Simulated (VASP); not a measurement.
# Cd2TeO3 (P6/mmm) in VASP: density of states with PBE

Aim: the density of states of Cd2TeO3 with PBE.

Program: VASP 6.6.1. These are calculated values, not measurements. Logs are shortened: lines on timing, memory, paths and dates and some standing lists are left out, and cuts for length are marked.

## 1. The cell of the first run

Symmetry: P6/mmm, No. 191, hexagonal system. The conventional cell has a = 5.747 Å, b = 5.747 Å, c = 3.200 Å, α = 90.00°, β = 90.00°, γ = 120.00°. Within 3.0 Å of Cd (site symmetry -6m2) lie 6 O at 2.30 Å. Within 3.8 Å of Te (site symmetry 6/mmm) lie 6 O at 2.87 Å and 2 Te at 3.20 Å and 12 Cd at 3.68 Å. Within 3.0 Å of O (site symmetry mmm) lie 4 Cd at 2.30 Å and 2 Te at 2.87 Å and 4 O at 2.87 Å.

## 2. Density of states, PBE

POSCAR

```
Cd2TeO3
1.0
    5.7465467064      0.0000000000      0.0000000000
   -2.8732733532      4.9766554318      0.0000000000
    0.0000000000      0.0000000000      3.1997492740
Cd Te O
2 1 3
Direct
    0.3333333333      0.6666666667      0.5000000000
    0.6666666667      0.3333333333      0.5000000000
    0.0000000000      0.0000000000      0.0000000000
    0.5000000000      0.0000000000      0.0000000000
    0.0000000000      0.5000000000      0.0000000000
    0.5000000000      0.5000000000      0.0000000000
```

INCAR.step1

```
SYSTEM = Cd2TeO3
PREC = Accurate ; ENCUT = 520
EDIFF = 1E-7 ; ISMEAR = 0
SIGMA = 0.1 ; LREAL = .FALSE.
LASPH = .TRUE. ; NELM = 80
ALGO = Normal ; ISIF = 2
LWAVE = .FALSE. ; LCHARG = .TRUE.
GGA = PE ; NBANDS = 33
```

KPOINTS.step1

```
Automatic mesh
0
G
  12 12 12
  0 0 0
```

INCAR.step2

```
SYSTEM = Cd2TeO3
PREC = Accurate ; ENCUT = 520
EDIFF = 1E-7 ; ISMEAR = -5
SIGMA = 0.1 ; LREAL = .FALSE.
LASPH = .TRUE. ; NELM = 80
ALGO = Normal ; ISIF = 2
LWAVE = .FALSE. ; LCHARG = .FALSE.
GGA = PE ; LORBIT = 11
NEDOS = 1001 ; ICHARG = 11
```

KPOINTS.step2

```
Automatic mesh
0
G
  18 18 18
  0 0 0
```

Potentials or basis: VASP PAW PBE potentials, release 64 (Cd, Te, O).

Launch:

```console
> cat potpaw_PBE.64/Cd/POTCAR potpaw_PBE.64/Te/POTCAR potpaw_PBE.64/O/POTCAR > POTCAR
> cp INCAR.step1 INCAR
> cp KPOINTS.step1 KPOINTS
> mpirun -np 1 vasp_std > vasp.out
> cp INCAR.step2 INCAR
> cp KPOINTS.step2 KPOINTS
> mpirun -np 1 vasp_std > vasp.out
```

OUTCAR:

```text
SYSTEM = Cd2TeO3
   PREC = Accurate
   ENCUT = 520
   EDIFF = 1E-7
   ISMEAR = -5
   LREAL = .FALSE.
   LASPH = .TRUE.
   NELM = 80
   ISIF = 2
   GGA = PE
   LORBIT = 11
   ICHARG = 11

 ion  position               nearest neighbor table
   1  0.333  0.667  0.500-   5 2.30   5 2.30   4 2.30   4 2.30   6 2.30   6 2.30   2 3.32   2 3.32
                             2 3.32   3 3.68   3 3.68   3 3.68   3 3.68   3 3.68   3 3.68
   2  0.667  0.333  0.500-   5 2.30   5 2.30   4 2.30   4 2.30   6 2.30   6 2.30   1 3.32   1 3.32
                             1 3.32   3 3.68   3 3.68   3 3.68   3 3.68   3 3.68   3 3.68
   3  0.000  0.000  0.000-   1 3.68   2 3.68   1 3.68   2 3.68   2 3.68   2 3.68   1 3.68   1 3.68
                             2 3.68   2 3.68   1 3.68   1 3.68
   4  0.500  0.000  0.000-   1 2.30   2 2.30   1 2.30   2 2.30
   5  0.000  0.500  0.000-   1 2.30   2 2.30   1 2.30   2 2.30
   6  0.500  0.500  0.000-   1 2.30   2 2.30   1 2.30   2 2.30

  LATTYP: Found a hexagonal cell.
 ALAT       =     5.7465467064
 C/A-ratio  =     0.5568125411

  Lattice vectors:

 A1 = (   5.7465467064,   0.0000000000,   0.0000000000)
 A2 = (  -2.8732733532,   4.9766554318,   0.0000000000)
 A3 = (   0.0000000000,   0.0000000000,   3.1997492740)

Analysis of symmetry for initial positions (statically):
=====================================================================
 Subroutine PRICEL returns:
 Original cell was already a primitive cell.

 Routine SETGRP: Setting up the symmetry group for a
 hexagonal supercell.

 Subroutine GETGRP returns: Found 24 space group operations
 (whereof 24 operations were pure point group operations)
 out of a pool of 24 trial point group operations.

The static configuration has the point symmetry D_6h.

Analysis of symmetry for dynamics (positions and initial velocities):
=====================================================================
 Subroutine PRICEL returns:
 Original cell was already a primitive cell.

 Routine SETGRP: Setting up the symmetry group for a
 hexagonal supercell.

 Subroutine GETGRP returns: Found 24 space group operations
 (whereof 24 operations were pure point group operations)
 out of a pool of 24 trial point group operations.

The dynamic configuration has the point symmetry D_6h.

 Subroutine INISYM returns: Found 24 space group operations
 (whereof 24 operations are pure point group operations),
 and found     1 'primitive' translations

----------------------------------------------------------------------------------------

                                     Primitive cell

  volume of cell :      91.5083

  direct lattice vectors                    reciprocal lattice vectors
     5.746546706  0.000000000  0.000000000     0.174017554  0.100469081  0.000000000
    -2.873273353  4.976655432  0.000000000     0.000000000  0.200938163  0.000000000
     0.000000000  0.000000000  3.199749274     0.000000000  0.000000000  0.312524487

  length of vectors
     5.746546706  5.746546706  3.199749274     0.200938163  0.200938163  0.312524487

  position of ions in fractional coordinates (direct lattice)
     0.333333333  0.666666667  0.500000000
     0.666666667  0.333333333  0.500000000
     0.000000000  0.000000000  0.000000000
     0.500000000  0.000000000  0.000000000
     1.000000000  0.500000000  0.000000000
     0.500000000  0.500000000  0.000000000

  ion indices of the primitive-cell ions
   primitive index   ion index
                 1           1
                 2           2
                 3           3
                 4           4
                 5           5
                 6           6

----------------------------------------------------------------------------------------

 KPOINTS: Automatic mesh

Automatic generation of k-mesh.
 Grid dimensions read from file:
 generate k-points for:   18   18   18

 Generating k-lattice:

  Cartesian coordinates                     Fractional coordinates (reciprocal lattice)
     0.009667642  0.005581616  0.000000000     0.055555556 -0.000000000  0.000000000
     0.000000000  0.011163231  0.000000000     0.000000000  0.055555556  0.000000000
     0.000000000  0.000000000  0.017362471     0.000000000  0.000000000  0.055555556

  Length of vectors
     0.011163231  0.011163231  0.017362471

  Shift w.r.t. Gamma in fractional coordinates (k-lattice)
     0.000000000  0.000000000  0.000000000

 TETIRR: Found   5931 inequivalent tetrahedra from    34992

 Subroutine IBZKPT returns following result:
 ===========================================

 Found    370 irreducible k-points:

 Following reciprocal coordinates:
            Coordinates               Weight
  0.000000  0.000000  0.000000      1.000000
  0.055556 -0.000000  0.000000      6.000000
  0.111111 -0.000000  0.000000      6.000000
  0.166667 -0.000000  0.000000      6.000000
  0.222222 -0.000000  0.000000      6.000000
  0.277778  0.000000  0.000000      6.000000
[... 16 lines left out ...]
  0.333333  0.111111  0.000000     12.000000
  0.388889  0.111111  0.000000     12.000000
 [... further k-points ...]
   k-points           NKPTS =    370   k-points in BZ     NKDIM =    370   number of bands    NBANDS=     28
   number of dos      NEDOS =   1001   number of ions     NIONS =      6
   total plane-waves  NPLWV =  55296
   dimension x,y,z NGX =    48 NGY =   48 NGZ =   24
   dimension x,y,z NGXF=    96 NGYF=   96 NGZF=   48
   ions per type =               2   1   3
   NGX,Y,Z   is equivalent  to a cutoff of  13.89, 13.89, 12.47 a.u.
   NGXF,Y,Z  is equivalent  to a cutoff of  27.77, 27.77, 24.94 a.u.
 SYSTEM =  Cd2TeO3
   PREC   = accura    normal or accurate (medium, high low for compatibility)
   ISTART =      0    job   : 0-new  1-cont  2-samecut
   ICHARG =     11    charge: 1-file 2-atom 10-const
   ISPIN  =      1    spin polarized calculation?
   LNONCOLLINEAR =      F non collinear calculations
   LSORBIT =      F    spin-orbit coupling
   LASPH  =      T    aspherical Exc in radial PAW
   ENCUT  =  520.0 eV  38.22 Ry    6.18 a.u.  10.68 10.68  5.95*2*pi/ulx,y,z
   NELM   =     80;   NELMIN=  2; NELMDL=  0     # of ELM steps
   EDIFF  = 0.1E-06   stopping-criterion for ELM
   LREAL  =      F    real-space projection
   EDIFFG = 0.1E-05   stopping-criterion for IOM
   NSW    =      0    number of steps for IOM
   IBRION =     -1    ionic relax: 0-MD 1-quasi-New 2-CG
   NFREE  =      0    steps in history (QN), initial steepest desc. (CG)
   ISIF   =      2    stress and relaxation
   ISYM   =      2    0-nonsym 1-usesym 2-fastsym
   POTIM  = 0.5000    time-step for ionic-motion
   TEBEG  =    0.0;   TEEND  =   0.0 temperature during run
   PSTRESS=    0.0 pullay stress
   NELECT =      48.0000    total number of electrons
   NUPDOWN=      -1.0000    fix difference up-down
   EMIN   =  10.00;   EMAX   =-10.00  energy-range for DOS
   EFERMI =   0.00;   METHOD = LEGACY
   ISMEAR =    -5;   SIGMA  =   0.10  broadening in eV -4-tet -1-fermi 0-gaus
   EFERMI_NEDOS =   21; number of points for ismear=-14 and -15
   IALGO  =     38    algorithm
   IMIX   =      4    mixing-type and parameters
     AMIX     =   0.40;   BMIX     =  1.00
     AMIX_MAG =   1.60;   BMIX_MAG =  1.00
  volume/ion in A,a.u.               =      15.25       102.92
  Fermi-wavevector in a.u.,A,eV,Ry     =   1.320287  2.494981 23.717109  1.743158
  Thomas-Fermi vector in A             =   2.450124
   LORBIT       =     11    0 simple, 1 ext, 2 COOP (PROOUT), +10 PAW based schemes
   GGA     = PE    functional components
   LHFCALC =     F    Hartree Fock is set to
   AEXX    =    0.0000 exact exchange contribution
   IVDW    =     0    specifies the selected vdW correction
   LEPSILON=     F    determine dielectric tensor
   LRPA    =     F    only Hartree local field effects (RPA)
 non-spin polarized calculation
 Fermi weights with tetrahedron method with Bloechl corrections
  energy-cutoff  :      520.00
  volume of cell :       91.51
 maximum number of plane-waves:      2496
 NGX is ok and might be reduce to    48

 number of electron      47.9999986 magnetization

 Free energy of the ion-electron system (eV)
  ---------------------------------------------------
  ext. energy  EPLUGINS =         0.00000000
  ---------------------------------------------------
  free energy    TOTEN  =       -22.16544438 eV

  energy without entropy =      -22.16544438  energy(sigma->0) =      -22.16544438

 E-fermi :   3.6655     XC(G=0): -10.9569

 val. band max:        3.6948426828   @ k =   0.2222   0.0556   0.1667
 cond. band min:       3.6088139937   @ k =   0.3333   0.0000   0.2222
 fundamental gap:     -0.0860286891
 Fermi energy:         3.6655425804

 k-point     1 :       0.0000    0.0000    0.0000
  band No.  band energies     occupation
      1     -13.9890      2.00000
      2     -13.0013      2.00000
      3     -13.0011      2.00000
      4      -8.0303      2.00000
      5      -4.0927      2.00000
      6      -3.4056      2.00000
[... 20 lines left out ...]
     27       6.2417      0.00000
     28       9.1176      0.00000

 k-point     2 :       0.0556   -0.0000    0.0000
  band No.  band energies     occupation
      1     -13.9827      2.00000
      2     -13.0085      2.00000
      3     -13.0016      2.00000
      4      -8.0410      2.00000
      5      -4.0843      2.00000
      6      -3.4138      2.00000
[... 674 lines left out ...]
 k-point    24 :       0.3889    0.1111    0.0000
  band No.  band energies     occupation
      1     -13.6486      2.00000
      2     -13.3573      2.00000
      3     -13.0217      2.00000
      4      -8.3558      2.00000
      5      -3.7576      2.00000
      6      -3.5154      2.00000
[... 20 lines left out ...]
     27       7.5367      0.00000
     28       8.3440      0.00000

 [... further k-points ...]

------------------------ aborting loop because EDIFF is reached ----------------------------------------

  FORCE on cell =-STRESS in cart. coord.  units (eV):
  Direction    XX          YY          ZZ          XY          YZ          ZX
  --------------------------------------------------------------------------------------
  -------------------------------------------------------------------------------------
  Total       -0.1811645     -0.1811645      0.3993062      0.0000000     -0.0000000      0.0000000
  in kB       -3.1719275     -3.1719275      6.9912707      0.0000000     -0.0000000      0.0000000
  external PRESSURE =       0.2158052 kB  Pullay stress =       0.0000000 kB

 VOLUME and BASIS-vectors are now :
 -----------------------------------------------------------------------------
  energy-cutoff  :      520.00
  volume of cell :       91.51
      direct lattice vectors                 reciprocal lattice vectors
     5.746546706  0.000000000  0.000000000     0.174017554  0.100469081  0.000000000
    -2.873273353  4.976655432  0.000000000     0.000000000  0.200938163  0.000000000
     0.000000000  0.000000000  3.199749274     0.000000000  0.000000000  0.312524487

 POSITION                                       TOTAL-FORCE (eV/Angst)
 -----------------------------------------------------------------------------------
     -0.00000      3.31777      1.59987         0.000000     -0.000000      0.000000
      2.87327      1.65889      1.59987        -0.000000      0.000000     -0.000000
      0.00000      0.00000      0.00000        -0.000000      0.000000     -0.000000
      2.87327      0.00000      0.00000        -0.000000      0.000000     -0.000000
     -1.43664      2.48833      0.00000        -0.000000      0.000000     -0.000000
      1.43664      2.48833      0.00000        -0.000000      0.000000     -0.000000
 -----------------------------------------------------------------------------------
    total drift:                               -0.000000      0.000000      0.000000

  FREE ENERGIE OF THE ION-ELECTRON SYSTEM (eV)
  ---------------------------------------------------
  free  energy   TOTEN  =       -22.1654443846 eV

  energy  without entropy=      -22.1654443846  energy(sigma->0) =      -22.16544438

 total charge

# of ion       s       p       d       tot
------------------------------------------
    1        0.331   0.274   9.639  10.244
    2        0.331   0.274   9.639  10.244
    3        1.464   1.586   0.042   3.093
    4        1.590   3.285   0.000   4.874
    5        1.590   3.285   0.000   4.874
    6        1.590   3.285   0.000   4.874
--------------------------------------------------
tot          6.894  11.987  19.321  38.202
```

Wall time 6.7 min (1 thread of Intel Xeon Platinum 8559C (Emerald Rapids), shared host); peak memory 0.89 GiB.

What came out:

```
Valence electrons inside the program's atomic spheres : Cd 10.24; Te 3.09; O 4.87
```

Caveat: spin-orbit coupling is left out, which moves the levels of the heavy elements; tetrahedron occupations give inexact forces and stress in metals.
